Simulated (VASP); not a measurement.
Wanted: the native input for a VASP 6.6.1 run.

```
Task                   : single point
Functional             : PBE
Potentials or basis    : VASP PAW PBE potentials, release 64 (Al, H)
Cutoff                 : 520 eV
k mesh                 : 5 × 5 × 1
Occupations            : gaussian, width 0.1 eV
Spin                   : no spin polarisation
Dipole correction      : yes
Further INCAR settings : ALGO = Normal; EDIFF = 1e-07; NBANDS = 32
```

The structure of Al6H lies in POSCAR:

```
Al6H
1.0
    5.7135165837      0.0000000000      0.0000000000
    0.0000000000      5.7135165837      0.0000000000
    0.0000000000      0.0000000000     22.1746954375
Al H
12 2
Direct
    0.2500000000      0.2500000000      0.1803857921
    0.2500000000      0.7500000000      0.1803857921
    0.7500000000      0.2500000000      0.1803857921
    0.7500000000      0.7500000000      0.1803857921
    0.0000000000      0.0000000000      0.2744050924
    0.0000000000      0.5000000000      0.2744050924
    0.5000000000      0.0000000000      0.2744050924
    0.5000000000      0.5000000000      0.2744050924
    0.2500000000      0.2500000000      0.3686497278
    0.2500000000      0.7500000000      0.3686497278
    0.7500000000      0.2500000000      0.3686497278
    0.7500000000      0.7500000000      0.3686497278
    0.0000000000     -0.1308301095      0.4033739928
    0.0000000000      0.1308301095      0.4033739928
```

These files were run (other wordings do the same):

INCAR

```
SYSTEM = Al6H
ALGO = Normal
DIPOL = 0.5 0.5 0.293
EDIFF = 1E-7
ENCUT = 520
GGA = PE
IDIPOL = 3
ISIF = 2
ISMEAR = 0
LASPH = .True.
LCHARG = .True.
LDIPOL = .True.
LELF = .True.
LREAL = .False.
LVACPOTAV = .True.
LVHAR = .True.
LWAVE = .False.
NBANDS = 32
NELM = 100
PREC = Accurate
SIGMA = 0.1
```

KPOINTS

```
k-points
0
Gamma
  5 5 1
  0 0 0
```

Potentials or basis: VASP PAW PBE potentials, release 64 (Al, H).

Command:

```sh
$ cat potpaw_PBE.64/Al/POTCAR potpaw_PBE.64/H/POTCAR > POTCAR
$ mpirun -np 1 vasp_std > vasp.out
```

Results of the run:

* Largest force: 0.813 eV/Å
* Band gap on the k mesh: zero (bands 19 and 20 overlap by 0.80 eV)

Wall time 15 min on 1 thread of Intel Xeon 8259CL (shared host), peak memory 0.68 GiB.
